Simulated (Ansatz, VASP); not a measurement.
Mg4Se3O in VASP and in Ansatz

```xyz
8
Lattice="-2.8955 2.8955 5.6035 2.8955 -2.8955 5.6035 2.8955 2.8955 -5.6035" Properties=species:S:1:pos:R:3 pbc="T T T"
O     0.0000    0.0000    0.0000
Mg    1.6890    1.6890    4.3955
Mg   -1.6890    1.6890    6.8115
Mg    1.2065    1.2065   -1.2080
Mg    1.6890   -1.6890    6.8115
Se    2.8955    0.0000    2.8017
Se    0.0000    0.0000    5.6035
Se    0.0000    2.8955    2.8017
```

Alike in both runs: task single point; functional PBE; k mesh 6 × 6 × 6; no spin polarisation.

```csv
,VASP,Ansatz
version,VASP 6.6.1,Ansatz 0.2.0
potentials or method,"VASP PAW PBE potentials, release 64 (O, Mg, Se)","plane waves, PAW"
plane-wave cutoff (eV),520,420
occupations,"gaussian, width 0.01 eV",fixed
valence electrons in the cell,32,94
```

VASP gave:

```
gap on the k mesh at the Fermi level (eV) : 1.45
pressure (GPa)                            : -3.0
rms of the force components (eV/Å)        : 0.009
```

Q: What did Ansatz give for the same quantities?

A: gap on the k mesh at the Fermi level (eV): 1.46; pressure (GPa): -2.9; rms of the force components (eV/Å): 0.009.

VASP's potentials hold 32 valence electrons a cell and Ansatz's 94, so a difference there can come from the potentials and not from the codes.
